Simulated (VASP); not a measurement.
Write the native input for VASP 6.6.1 that does the following.

```yaml
Task: relaxation of cell and atoms
Functional: PBE
Potentials_or_basis: VASP PAW PBE potentials, release 64 (Si, N)
Cutoff: 600 eV
k_mesh: 10 × 10 × 10
Occupations: gaussian, width 0.1 eV
Spin: no spin polarisation
Dipole_correction: no
Further_INCAR_settings: ALGO = Normal; EDIFF = 1e-07; IBRION = 2; EDIFFG = -0.01; NSW = 100; ISIF = 3
```

The structure of Si5N lies in POSCAR:

```
Si5N
1.0
    0.0000000000      3.4938084718      3.4938084718
    3.4938084718      0.0000000000      3.4938084718
    3.4938084718      3.4938084718      0.0000000000
Si N
5 1
Direct
    0.8757204258      0.3728387225      0.8757204258
    0.8757204258      0.8757204258      0.8757204258
    0.3728387225      0.8757204258      0.8757204258
    0.8757204258      0.8757204258      0.3728387225
    0.5000000000      0.5000000000      0.5000000000
    0.2500000000      0.2500000000      0.2500000000
```

One way to write it, as run:

INCAR

```
SYSTEM = Si5N
ALGO = Normal
EDIFF = 1E-7
EDIFFG = -0.01
ENCUT = 600
GGA = PE
IBRION = 2
ISIF = 3
ISMEAR = 0
LASPH = .TRUE.
LCHARG = .FALSE.
LREAL = .FALSE.
LWAVE = .FALSE.
NELM = 100
NSW = 100
PREC = Accurate
SIGMA = 0.1
```

KPOINTS

```
k-points
0
G
  10 10 10
  0 0 0
```

Potentials or basis: VASP PAW PBE potentials, release 64 (Si, N).

Run with:

```sh
$ cat potpaw_PBE.64/Si/POTCAR potpaw_PBE.64/N/POTCAR > POTCAR
$ mpirun -np 1 vasp_std > vasp.out
```

It gave:

| Quantity | Value |
| --- | --- |
| Relaxed volume | 14.26 Å³/atom |
| Relaxed cell | a = 4.946 Å, b = 4.946 Å, c = 4.946 Å, α = 60.00°, β = 60.00°, γ = 60.00° |
| Space group after relaxing (to 0.05 Å) | F-43m (No. 216) |
| Energy gained by relaxing | 0.0 meV/atom |
| Ionic steps | 2 |
| Pressure after relaxing | 0.0 GPa |
| Largest force after relaxing | 0.004 eV/Å |

Wall time 2.6 min on 1 thread of Intel Xeon 6975P-C (shared host), peak memory 0.27 GiB.
